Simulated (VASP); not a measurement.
# AlN (F-43m) in VASP: a series of runs, part 2 of 2

VASP 6.6.1.

### Step 5. Relaxation of cell and atoms, r2SCAN

This run uses another cell than the first one, of 10.67 Å³/atom.

Input file POSCAR:

```
AlN
1.0
    0.0000000000      2.2015871033      2.2015871033
    2.2015871033      0.0000000000      2.2015871033
    2.2015871033      2.2015871033      0.0000000000
Al N
1 1
Direct
    0.0000000000      0.0000000000      0.0000000000
    0.7500000000      0.7500000000      0.7500000000
```

Input file INCAR.step1:

```
PREC = Accurate ; ENCUT = 600
ISMEAR = -1 ; SIGMA = 0.02
LREAL = F ; LASPH = T
NELM = 60 ; GGA = PE
ALGO = Normal ; EDIFF = 1E-4
LWAVE = T ; LCHARG = F
```

Input file INCAR.step2:

```
PREC = Accurate ; ENCUT = 600
EDIFF = 1E-7 ; ISMEAR = -1
SIGMA = 0.02 ; LREAL = F
LASPH = T ; NELM = 60
ALGO = Normal ; ISIF = 3
LWAVE = F ; LCHARG = F
METAGGA = R2SCAN ; LMIXTAU = T
IBRION = 2 ; NSW = 80
EDIFFG = -0.005 ; ISTART = 1
```

Input file KPOINTS:

```
Automatic mesh
0
Gamma
  10 10 10
```

Potentials or basis: VASP PAW PBE potentials, release 64 (Al, N).

Started as:

```sh
> cat potpaw_PBE.64/Al/POTCAR potpaw_PBE.64/N/POTCAR > POTCAR
> cp INCAR.step1 INCAR
> mpirun -np 1 vasp_std > vasp.out
> cp INCAR.step2 INCAR
> mpirun -np 1 vasp_std > vasp.out
```

It took 5.5 min on 1 thread of Intel Xeon 8259CL, shared host; peak memory 0.17 GiB.

It converged, with:

- Free energy: -19.1799 eV
- Relaxed volume: 10.41 Å³/atom
- Relaxed cell: a = 3.088 Å, b = 3.088 Å, c = 3.088 Å, α = 60.00°, β = 60.00°, γ = 60.00°
- Space group after relaxing (to 0.1 Å): F-43m (No. 216)
- Energy gained by relaxing: 4.0 meV/atom
- Ionic steps: 4
- Pressure after relaxing: 0.0 GPa
- Band gap on the k mesh: 3.94 eV (least direct gap 4.90 eV)

Step by step:
| step | energy change (eV) | largest force (eV/Å) | pressure (GPa) | volume (Å³) |
| --- | --- | --- | --- | --- |
| 1 | 0.0000 | 0.0000 | -4.94 | 21.34 |
| 2 | -0.0001 | 0.0000 | 5.24 | 20.34 |
| 3 | -0.0080 | 0.0000 | -0.08 | 20.83 |
| 4 | -0.0080 | 0.0000 | 0.02 | 20.82 |

Final structure:
```
Al N
1.0
     0.00000    2.18364    2.18364
     2.18364    0.00000    2.18364
     2.18364    2.18364    0.00000
Al N
1 1
Direct
  0.00000 0.00000 0.00000
  0.75000 0.75000 0.75000
```

Levels at points of the mesh, in eV from the valence-band top:
```tsv
k point	band 2	band 3	band 4	band 5	band 6	band 7
(0.00, 0.00, 0.00)	0.00	0.00	0.00	4.90	13.53	13.53
(0.50, 0.00, 0.00)	-5.90	-0.49	-0.49	8.22	10.83	11.95
(0.50, 0.50, 0.00)	-4.95	-1.81	-1.81	3.93	9.48	15.21
```

Caveat: the PAW data sets were made with another functional, which shifts forces and pressure a little. A k mesh can miss the band edges.

### Step 6. Single point, HSE06

Input file POSCAR:

```
AlN
1.0
    0.0000000000      2.1826920362      2.1826920362
    2.1826920362      0.0000000000      2.1826920362
    2.1826920362      2.1826920362      0.0000000000
Al N
1 1
Direct
    0.0000000000      0.0000000000      0.0000000000
    0.7500000000      0.7500000000      0.7500000000
```

Input file INCAR.step1:

```
SYSTEM = AlN
PREC = Accurate
ENCUT = 520
EDIFF = 1E-5
ISMEAR = -1
SIGMA = 0.02
LREAL = .False.
LASPH = .True.
NELM = 60
ALGO = Normal
ISIF = 2
LWAVE = .True.
LCHARG = .False.
GGA = PE
NBANDS = 11
```

Input file INCAR.step2:

```
SYSTEM = AlN
PREC = Accurate
ENCUT = 520
EDIFF = 1E-6
ISMEAR = -1
SIGMA = 0.02
LREAL = .False.
LASPH = .True.
NELM = 60
ALGO = Normal
ISIF = 2
LWAVE = .False.
LCHARG = .False.
GGA = PE
LHFCALC = .True.
HFSCREEN = 0.2079
PRECFOCK = Normal
ISTART = 1
NBANDS = 11
```

Input file KPOINTS:

```
regular mesh
0
Gamma
  6 6 6
  0 0 0
```

Potentials or basis: VASP PAW PBE potentials, release 64 (Al, N).

Started as:

```sh
> cat potpaw_PBE.64/Al/POTCAR potpaw_PBE.64/N/POTCAR > POTCAR
> cp INCAR.step1 INCAR
> mpirun -np 1 vasp_std > vasp.out
> cp INCAR.step2 INCAR
> mpirun -np 1 vasp_std > vasp.out
```

It took 8.9 min on 1 thread of Intel Xeon 8259CL, shared host; peak memory 0.24 GiB.

Results (log left out):

```yaml
Free_energy: -17.3950 eV
Pressure: -0.2 GPa
Band_gap_on_the_k_mesh: 4.56 eV (least direct gap 5.57 eV)
```

Levels at points of the mesh, in eV from the valence-band top:
```csv
k point,band 1,band 2,band 3,band 4,band 5,band 6,band 7,band 8,band 9
"(0.00, 0.00, 0.00)",-16.49,0.00,0.00,0.00,5.57,14.26,14.26,14.26,19.61
"(0.50, 0.00, 0.00)",-14.30,-6.36,-0.53,-0.53,8.89,11.65,12.77,12.77,19.94
"(0.50, 0.50, 0.00)",-13.62,-5.34,-1.95,-1.95,4.56,10.09,16.13,17.85,17.85
```

Caveat: the PAW data sets were made with another functional, which shifts forces and pressure a little.

### Step 7. Relaxation of cell and atoms, HSE06

Input file POSCAR:

```
AlN
1.0
    0.0000000000      2.1848766800      2.1848766800
    2.1848766800      0.0000000000      2.1848766800
    2.1848766800      2.1848766800      0.0000000000
Al N
1 1
Direct
    0.0000000000      0.0000000000      0.0000000000
    0.7500000000      0.7500000000      0.7500000000
```

Input file INCAR.step1:

```
SYSTEM = AlN
ALGO = Normal
EDIFF = 1E-5
ENCUT = 600
GGA = PE
ISMEAR = -1
LASPH = .True.
LCHARG = .False.
LREAL = .False.
LWAVE = .True.
NBANDS = 11
NELM = 100
PREC = Accurate
SIGMA = 0.02
```

Input file INCAR.step2:

```
SYSTEM = AlN
ALGO = Normal
EDIFF = 1E-7
EDIFFG = -0.005
ENCUT = 600
GGA = PE
HFSCREEN = 0.2079
IBRION = 2
ISIF = 3
ISMEAR = -1
ISTART = 1
LASPH = .True.
LCHARG = .False.
LHFCALC = .True.
LREAL = .False.
LWAVE = .False.
NELM = 100
NSW = 80
PREC = Accurate
PRECFOCK = Normal
SIGMA = 0.02
```

Input file KPOINTS:

```
k-points
0
Gamma
  6 6 6
  0 0 0
```

Started as:

```sh
> cat potpaw_PBE.64/Al/POTCAR potpaw_PBE.64/N/POTCAR > POTCAR
> cp INCAR.step1 INCAR
> mpirun -np 1 vasp_std > vasp.out
> cp INCAR.step2 INCAR
> mpirun -np 1 vasp_std > vasp.out
```

Run time: 28 min. Hardware: 1 thread of Intel Xeon 8259CL, shared host; peak memory 0.26 GiB.

Results (log left out):

| Item | Value |
| --- | --- |
| Free energy | -17.3951 eV |
| Relaxed volume | 10.39 Å³/atom |
| Relaxed cell | a = 3.086 Å, b = 3.086 Å, c = 3.086 Å, α = 60.00°, β = 60.00°, γ = 60.00° |
| Space group after relaxing (to 0.1 Å) | F-43m (No. 216) |
| Energy gained by relaxing | 0.1 meV/atom |
| Ionic steps | 3 |
| Pressure after relaxing | 0.0 GPa |
| Band gap on the k mesh | 4.56 eV (least direct gap 5.58 eV) |

Step by step:
```tsv
step	energy change (eV)	largest force (eV/Å)	pressure (GPa)	volume (Å³)
1	0.0000	0.0000	-0.83	20.86
2	0.0000	0.0000	0.84	20.70
3	-0.0002	0.0000	0.01	20.78
```

Final structure:
```
Al N
1.0
     0.00000    2.18202    2.18202
     2.18202    0.00000    2.18202
     2.18202    2.18202    0.00000
Al N
1 1
Direct
  0.00000 0.00000 0.00000
  0.75000 0.75000 0.75000
```

Levels at points of the mesh, in eV from the valence-band top:
| k point | band 1 | band 2 | band 3 | band 4 | band 5 | band 6 | band 7 | band 8 |
| --- | --- | --- | --- | --- | --- | --- | --- | --- |
| (0.00, 0.00, 0.00) | -16.49 | 0.00 | 0.00 | 0.00 | 5.58 | 14.27 | 14.27 | 14.27 |
| (0.50, 0.00, 0.00) | -14.30 | -6.36 | -0.53 | -0.53 | 8.90 | 11.66 | 12.77 | 12.77 |
| (0.50, 0.50, 0.00) | -13.62 | -5.34 | -1.96 | -1.96 | 4.56 | 10.10 | 16.14 | 17.86 |

Caveat: the PAW data sets were made with another functional, which shifts forces and pressure a little. A k mesh can miss the band edges.

### Step 8. The runs side by side

```csv
task,level,potentials or basis,cell,k mesh,cutoff (eV),grid for exact exchange (PRECFOCK),share of exact exchange,screening parameter,gap on the mesh (eV),pressure (GPa),relaxed volume (Å³/atom)
relaxation of cell and atoms,PBE,"VASP PAW PBE potentials, release 64 (Al, N)","relaxed from a = 3.089 Å, angles 60.0°, 2 atoms",10 × 10 × 10,600,-,-,-,3.31,0.0,10.65
relaxation of cell and atoms,PBEsol,"VASP PAW PBE potentials, release 64 (Al, N)","relaxed from a = 3.114 Å, angles 60.0°, 2 atoms",10 × 10 × 10,600,-,-,-,3.18,0.0,10.48
relaxation of cell and atoms,LDA,"VASP PAW LDA potentials, release 64 (Al, N)","relaxed from a = 3.114 Å, angles 60.0°, 2 atoms",10 × 10 × 10,600,-,-,-,3.23,0.0,10.26
relaxation of cell and atoms,r2SCAN,"VASP PAW PBE potentials, release 64 (Al, N)","relaxed from a = 3.114 Å, angles 60.0°, 2 atoms",10 × 10 × 10,600,-,-,-,3.94,0.0,10.41
single point,HSE06,"VASP PAW PBE potentials, release 64 (Al, N)","a = 3.087 Å, angles 60.0°, 2 atoms",6 × 6 × 6,520,Normal,0.25,0.2079 1/Å,4.56,-0.2,-
relaxation of cell and atoms,HSE06,"VASP PAW PBE potentials, release 64 (Al, N)","relaxed from a = 3.090 Å, angles 60.0°, 2 atoms",6 × 6 × 6,600,Normal,0.25,0.2079 1/Å,4.56,0.0,10.39
```

Alike in all rows: no spin polarisation; smearing fermi-dirac 0.02 eV.

Caveats: the PAW data sets were made with another functional, which shifts forces and pressure a little (at least some runs).

Absolute energies hang on the potentials; compare differences alone.
